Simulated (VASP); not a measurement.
# MoH3 (Im-3m) in VASP: single point with PBE

Aim: the single point of MoH3 with PBE.

All numbers are computed with VASP 6.6.1; they aren't measurements. Logs are shortened: lines on timing, memory, paths and dates and some standing lists are left out, and cuts for length are marked.

**1. The cell of the first run**

Symmetry: Im-3m, No. 229, cubic system. The conventional cell has a = 3.678 Å, b = 3.678 Å, c = 3.678 Å, α = 90.00°, β = 90.00°, γ = 90.00°. H (site symmetry 4/mmm) has 4 H at 1.84 Å and 2 Mo at 1.84 Å within 2.4 Å. Mo (site symmetry m-3m) has 6 H at 1.84 Å within 2.4 Å.

**2. Single point, PBE**

INCAR

```
SYSTEM = MoH3
PREC = Accurate
ENCUT = 500
EDIFF = 1E-6
ISMEAR = 0
SIGMA = 0.15
LREAL = .FALSE.
LASPH = .TRUE.
NELM = 120
ALGO = Normal
ISIF = 2
LWAVE = .FALSE.
LCHARG = .FALSE.
GGA = PE
NBANDS = 16
GGA_COMPAT = .FALSE.
```

KPOINTS

```
regular mesh
0
G
  5 5 5
  0 0 0
```

POSCAR

```
MoH3
1.0
   -1.8392238391      1.8392238391      1.8392238391
    1.8392238391     -1.8392238391      1.8392238391
    1.8392238391      1.8392238391     -1.8392238391
H Mo
3 1
Direct
    0.0000000000      0.5000000000      0.5000000000
    0.5000000000      0.0000000000      0.5000000000
    0.5000000000      0.5000000000      0.0000000000
    0.0000000000      0.0000000000      0.0000000000
```

Potentials or basis: VASP PAW PBE potentials, release 64 (H, Mo_sv).

Run with:

```bash
> cat potpaw_PBE.64/H/POTCAR potpaw_PBE.64/Mo_sv/POTCAR > POTCAR
> mpirun -np 1 vasp_std > vasp.out
```

OUTCAR:

```text
SYSTEM = MoH3
   PREC = Accurate
   ENCUT = 500
   EDIFF = 1E-6
   ISMEAR = 0
   LREAL = .FALSE.
   LASPH = .TRUE.
   NELM = 120
   ISIF = 2
   GGA = PE

 ion  position               nearest neighbor table
   1  0.000  0.500  0.500-   4 1.84   4 1.84
   2  0.500  0.000  0.500-   4 1.84   4 1.84
   3  0.500  0.500  0.000-   4 1.84   4 1.84
   4  0.000  0.000  0.000-   1 1.84   2 1.84   3 1.84   1 1.84   2 1.84   3 1.84

  LATTYP: Found a body centered cubic cell.
 ALAT       =     3.6784476782

  Lattice vectors:

 A1 = (  -1.8392238391,   1.8392238391,   1.8392238391)
 A2 = (   1.8392238391,  -1.8392238391,   1.8392238391)
 A3 = (   1.8392238391,   1.8392238391,  -1.8392238391)

Analysis of symmetry for initial positions (statically):
=====================================================================
 Subroutine PRICEL returns:
 Original cell was already a primitive cell.

 Routine SETGRP: Setting up the symmetry group for a
 body centered cubic supercell.

 Subroutine GETGRP returns: Found 48 space group operations
 (whereof 48 operations were pure point group operations)
 out of a pool of 48 trial point group operations.

The static configuration has the point symmetry O_h .

Analysis of symmetry for dynamics (positions and initial velocities):
=====================================================================
 Subroutine PRICEL returns:
 Original cell was already a primitive cell.

 Routine SETGRP: Setting up the symmetry group for a
 body centered cubic supercell.

 Subroutine GETGRP returns: Found 48 space group operations
 (whereof 48 operations were pure point group operations)
 out of a pool of 48 trial point group operations.

The dynamic configuration has the point symmetry O_h .

 Subroutine INISYM returns: Found 48 space group operations
 (whereof 48 operations are pure point group operations),
 and found     1 'primitive' translations

----------------------------------------------------------------------------------------

                                     Primitive cell

  volume of cell :      24.8865

  direct lattice vectors                    reciprocal lattice vectors
    -1.839223839  1.839223839  1.839223839     0.000000000  0.271853806  0.271853806
     1.839223839 -1.839223839  1.839223839     0.271853806  0.000000000  0.271853806
     1.839223839  1.839223839 -1.839223839     0.271853806  0.271853806  0.000000000

  length of vectors
     3.185629136  3.185629136  3.185629136     0.384459339  0.384459339  0.384459339

  position of ions in fractional coordinates (direct lattice)
     0.000000000  0.500000000  0.500000000
     0.500000000  0.000000000  0.500000000
     0.500000000  0.500000000  0.000000000
     0.000000000  0.000000000  0.000000000

  ion indices of the primitive-cell ions
   primitive index   ion index
                 1           1
                 2           2
                 3           3
                 4           4

----------------------------------------------------------------------------------------

 KPOINTS: regular mesh

Automatic generation of k-mesh.
 Grid dimensions read from file:
 generate k-points for:    5    5    5

 Generating k-lattice:

  Cartesian coordinates                     Fractional coordinates (reciprocal lattice)
     0.000000000  0.054370761  0.054370761     0.200000000  0.000000000  0.000000000
     0.054370761  0.000000000  0.054370761     0.000000000  0.200000000  0.000000000
     0.054370761  0.054370761  0.000000000     0.000000000  0.000000000  0.200000000

  Length of vectors
     0.076891868  0.076891868  0.076891868

  Shift w.r.t. Gamma in fractional coordinates (k-lattice)
     0.000000000  0.000000000  0.000000000

 Subroutine IBZKPT returns following result:
 ===========================================

 Found     10 irreducible k-points:

 Following reciprocal coordinates:
            Coordinates               Weight
  0.000000  0.000000  0.000000      1.000000
  0.200000  0.000000  0.000000     12.000000
  0.400000  0.000000  0.000000     12.000000
  0.200000  0.200000  0.000000     24.000000
  0.400000  0.200000  0.000000     24.000000
  0.200000  0.200000  0.200000      8.000000
 -0.200000  0.200000  0.200000      6.000000
 -0.400000  0.400000  0.200000     24.000000
 -0.400000 -0.400000  0.200000      8.000000
 -0.400000  0.400000  0.400000      6.000000
   k-points           NKPTS =     10   k-points in BZ     NKDIM =     10   number of bands    NBANDS=     16
   number of dos      NEDOS =    301   number of ions     NIONS =      4
   total plane-waves  NPLWV =  13824
   dimension x,y,z NGX =    24 NGY =   24 NGZ =   24
   dimension x,y,z NGXF=    48 NGYF=   48 NGZF=   48
   ions per type =               3   1
   NGX,Y,Z   is equivalent  to a cutoff of  12.52, 12.52, 12.52 a.u.
   NGXF,Y,Z  is equivalent  to a cutoff of  25.05, 25.05, 25.05 a.u.
 SYSTEM =  MoH3
   PREC   = accura    normal or accurate (medium, high low for compatibility)
   ISTART =      0    job   : 0-new  1-cont  2-samecut
   ICHARG =      2    charge: 1-file 2-atom 10-const
   ISPIN  =      1    spin polarized calculation?
   LNONCOLLINEAR =      F non collinear calculations
   LSORBIT =      F    spin-orbit coupling
   LASPH  =      T    aspherical Exc in radial PAW
   ENCUT  =  500.0 eV  36.75 Ry    6.06 a.u.   5.81  5.81  5.81*2*pi/ulx,y,z
   NELM   =    120;   NELMIN=  2; NELMDL= -5     # of ELM steps
   EDIFF  = 0.1E-05   stopping-criterion for ELM
   LREAL  =      F    real-space projection
   EDIFFG = 0.1E-04   stopping-criterion for IOM
   NSW    =      0    number of steps for IOM
   IBRION =     -1    ionic relax: 0-MD 1-quasi-New 2-CG
   NFREE  =      0    steps in history (QN), initial steepest desc. (CG)
   ISIF   =      2    stress and relaxation
   ISYM   =      2    0-nonsym 1-usesym 2-fastsym
   POTIM  = 0.5000    time-step for ionic-motion
   TEBEG  =    0.0;   TEEND  =   0.0 temperature during run
   PSTRESS=    0.0 pullay stress
   NELECT =      17.0000    total number of electrons
   NUPDOWN=      -1.0000    fix difference up-down
   EMIN   =  10.00;   EMAX   =-10.00  energy-range for DOS
   EFERMI =   0.00;   METHOD = LEGACY
   ISMEAR =     0;   SIGMA  =   0.15  broadening in eV -4-tet -1-fermi 0-gaus
   EFERMI_NEDOS =   21; number of points for ismear=-14 and -15
   IALGO  =     38    algorithm
   IMIX   =      4    mixing-type and parameters
     AMIX     =   0.40;   BMIX     =  1.00
     AMIX_MAG =   1.60;   BMIX_MAG =  1.00
  volume/ion in A,a.u.               =       6.22        41.99
  Fermi-wavevector in a.u.,A,eV,Ry     =   1.441794  2.724596 28.283383  2.078770
  Thomas-Fermi vector in A             =   2.560386
   LORBIT       =      0    0 simple, 1 ext, 2 COOP (PROOUT), +10 PAW based schemes
   GGA     = PE    functional components
   LHFCALC =     F    Hartree Fock is set to
   AEXX    =    0.0000 exact exchange contribution
   IVDW    =     0    specifies the selected vdW correction
   LEPSILON=     F    determine dielectric tensor
   LRPA    =     F    only Hartree local field effects (RPA)
 non-spin polarized calculation
 Gauss-broadening in eV      SIGMA  =   0.15
  energy-cutoff  :      500.00
  volume of cell :       24.89
 maximum number of plane-waves:       643
   NGX = 11   NGY = 11   NGZ = 11

 number of electron      16.9999997 magnetization

 Free energy of the ion-electron system (eV)
  ---------------------------------------------------
  ext. energy  EPLUGINS =         0.00000000
  ---------------------------------------------------
  free energy    TOTEN  =       -18.31217836 eV

  energy without entropy =      -18.30348713  energy(sigma->0) =      -18.30783274

 E-fermi :   8.9450     XC(G=0): -12.3260

 val. band max:        8.8082507097   @ k =   0.2000   0.2000   0.2000
 cond. band min:       8.9890612540   @ k =  -0.4000   0.4000   0.4000
 fundamental gap:      0.1808105443
 Fermi energy:         8.9450367804

 k-point     1 :       0.0000    0.0000    0.0000
  band No.  band energies     occupation
      1     -52.1458      2.00000
      2     -26.1108      2.00000
      3     -26.1108      2.00000
      4     -26.1108      2.00000
      5      -2.8944      2.00000
      6       5.3374      2.00000
[... 8 lines left out ...]
     15      18.6243      0.00000
     16      26.1480      0.00000

 k-point     2 :       0.2000    0.0000    0.0000
  band No.  band energies     occupation
      1     -52.1308      2.00000
      2     -26.2476      2.00000
      3     -26.1502      2.00000
      4     -26.1194      2.00000
      5      -1.8982      2.00000
      6       4.3539      2.00000
[... 8 lines left out ...]
     15      22.0032      0.00000
     16      22.8490      0.00000

 k-point     3 :       0.4000    0.0000    0.0000
  band No.  band energies     occupation
      1     -52.1064      2.00000
      2     -26.4614      2.00000
      3     -26.2133      2.00000
      4     -26.1335      2.00000
      5       0.3143      2.00000
      6       2.6368      2.00000
[... 8 lines left out ...]
     15      21.9879      0.00000
     16      23.4909      0.00000

 k-point     4 :       0.2000    0.2000    0.0000
  band No.  band energies     occupation
      1     -52.1110      2.00000
      2     -26.3878      2.00000
      3     -26.2145      2.00000
      4     -26.1521      2.00000
      5      -0.2259      2.00000
      6       3.1800      2.00000
[... 8 lines left out ...]
     15      22.5688      0.00000
     16      25.2414      0.00000

 k-point     5 :       0.4000    0.2000    0.0000
  band No.  band energies     occupation
      1     -52.0988      2.00000
      2     -26.4490      2.00000
      3     -26.2849      2.00000
      4     -26.1650      2.00000
      5       1.6324      2.00000
      6       2.0961      2.00000
[... 8 lines left out ...]
     15      21.9461      0.00000
     16      26.0683      0.00000

 k-point     6 :       0.2000    0.2000    0.2000
  band No.  band energies     occupation
      1     -52.1006      2.00000
      2     -26.4028      2.00000
      3     -26.2512      2.00000
      4     -26.2512      2.00000
      5       1.8896      2.00000
      6       3.6219      2.00000
[... 8 lines left out ...]
     15      23.9127      0.00000
     16      25.7761      0.00000

 k-point     7 :      -0.2000    0.2000    0.2000
  band No.  band energies     occupation
      1     -52.1175      2.00000
      2     -26.2790      2.00000
      3     -26.1917      2.00000
      4     -26.1917      2.00000
      5      -1.1092      2.00000
      6       3.0028      2.00000
[... 8 lines left out ...]
     15      24.1311      0.00000
     16      24.2824      0.00000

 k-point     8 :      -0.4000    0.4000    0.2000
  band No.  band energies     occupation
      1     -52.0959      2.00000
      2     -26.4211      2.00000
      3     -26.2581      2.00000
      4     -26.2126      2.00000
      5       0.5290      2.00000
      6       1.6635      2.00000
[... 8 lines left out ...]
     15      21.2686      0.00000
     16      26.1015      0.00000

 k-point     9 :      -0.4000   -0.4000    0.2000
  band No.  band energies     occupation
      1     -52.0865      2.00000
      2     -26.3757      2.00000
      3     -26.3757      2.00000
      4     -26.2247      2.00000
      5       1.0255      2.00000
      6       1.0255      2.00000
[... 8 lines left out ...]
     15      18.5549      0.00000
     16      26.2539      0.00000

 k-point    10 :      -0.4000    0.4000    0.4000
  band No.  band energies     occupation
      1     -52.0789      2.00000
      2     -26.3627      2.00000
      3     -26.3299      2.00000
      4     -26.3299      2.00000
      5       0.3674      2.00000
      6       0.5068      2.00000
[... 8 lines left out ...]
     15      18.3538      0.00000
     16      28.2278      0.00000

------------------------ aborting loop because EDIFF is reached ----------------------------------------

  FORCE on cell =-STRESS in cart. coord.  units (eV):
  Direction    XX          YY          ZZ          XY          YZ          ZX
  --------------------------------------------------------------------------------------
  -------------------------------------------------------------------------------------
  Total       -0.0207241     -0.0207241     -0.0207241      0.0000000      0.0000000      0.0000000
  in kB       -1.3342031     -1.3342031     -1.3342031      0.0000000      0.0000000      0.0000000
  external PRESSURE =      -1.3342031 kB  Pullay stress =       0.0000000 kB

 VOLUME and BASIS-vectors are now :
 -----------------------------------------------------------------------------
  energy-cutoff  :      500.00
  volume of cell :       24.89
      direct lattice vectors                 reciprocal lattice vectors
    -1.839223839  1.839223839  1.839223839     0.000000000  0.271853806  0.271853806
     1.839223839 -1.839223839  1.839223839     0.271853806  0.000000000  0.271853806
     1.839223839  1.839223839 -1.839223839     0.271853806  0.271853806  0.000000000

 POSITION                                       TOTAL-FORCE (eV/Angst)
 -----------------------------------------------------------------------------------
      1.83922      0.00000      0.00000         0.000000      0.000000      0.000000
      0.00000      1.83922      0.00000         0.000000     -0.000000     -0.000000
      0.00000      0.00000      1.83922        -0.000000      0.000000      0.000000
      0.00000      0.00000      0.00000        -0.000000      0.000000     -0.000000
 -----------------------------------------------------------------------------------
    total drift:                               -0.000000      0.000000      0.000000

  FREE ENERGIE OF THE ION-ELECTRON SYSTEM (eV)
  ---------------------------------------------------
  free  energy   TOTEN  =       -18.3121783553 eV

  energy  without entropy=      -18.3034871283  energy(sigma->0) =      -18.30783274
```

It took 4.9 s on 1 thread of Intel Xeon Platinum 8488C (Sapphire Rapids), shared host; peak memory 0.13 GiB.

What came out:

```
Free energy : -18.3122 eV
Pressure    : -0.1 GPa
```

Caveat: the k points lie up to 0.48 Å⁻¹ apart.
